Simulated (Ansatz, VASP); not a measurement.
## Sc: VASP beside Ansatz

The input INCAR:

```
SYSTEM = Sc
  PREC = Accurate
  ENCUT = 520
  EDIFF = 1E-7
  ISMEAR = -1
  SIGMA = 0.03
  LREAL = .FALSE.
  LASPH = .TRUE.
  NELM = 80
  ALGO = Normal
  ISIF = 2
  LWAVE = .FALSE.
  LCHARG = .TRUE.
  GGA = PE
  LELF = .TRUE.
  LVHAR = .TRUE.
  NBANDS = 18
```

The input KPOINTS:

```
regular mesh
0
G
  10 10 10
  0 0 0
```

The input POSCAR:

```
Sc
1.0
    0.0000000000      3.1970977868      3.1970977868
    3.1970977868      0.0000000000      3.1970977868
    3.1970977868      3.1970977868      0.0000000000
Sc
2
Direct
    0.0000000000      0.0000000000      0.0000000000
    0.2500000000      0.2500000000      0.2500000000
```

Input for Ansatz:

```yaml
crystal:
  lattice:
    - [0.0, 3.1970977868, 3.1970977868]
    - [3.1970977868, 0.0, 3.1970977868]
    - [3.1970977868, 3.1970977868, 0.0]
  atoms:
    - { symbol: Sc, position: [0.0, 0.0, 0.0] }
    - { symbol: Sc, position: [0.25, 0.25, 0.25] }
kpoints:
  mp_grid: { grid: [10, 10, 10] }
scf:
  occupations: { method: fermi_dirac, width: 0.03 }
hamiltonian:
  xc: pbe
  pseudopotentials: { kind: all_electron, lapw: { basis_error: 0.00025 } }
output:
  forces: true
  stress: true
  eigenvalues: true
```

Change from the starting cell: volume scaled by 0.97.

Alike in both runs: task single point; functional PBE; k mesh 10 × 10 × 10; occupations fermi-dirac, width 0.03 eV; no spin polarisation.

```csv
,VASP,Ansatz
version,VASP 6.6.1,Ansatz 0.2.0
potentials or method,"VASP PAW PBE potentials, release 64 (Sc_sv), cutoff 520 eV","all-electron LAPW, scalar-relativistic"
```

|  | VASP | Ansatz | Ansatz less VASP |
| --- | --- | --- | --- |
| pressure (GPa) | 0.4 | 0.4 | -0.02 |

Ansatz ran all-electron here, and VASP with PAW potentials.
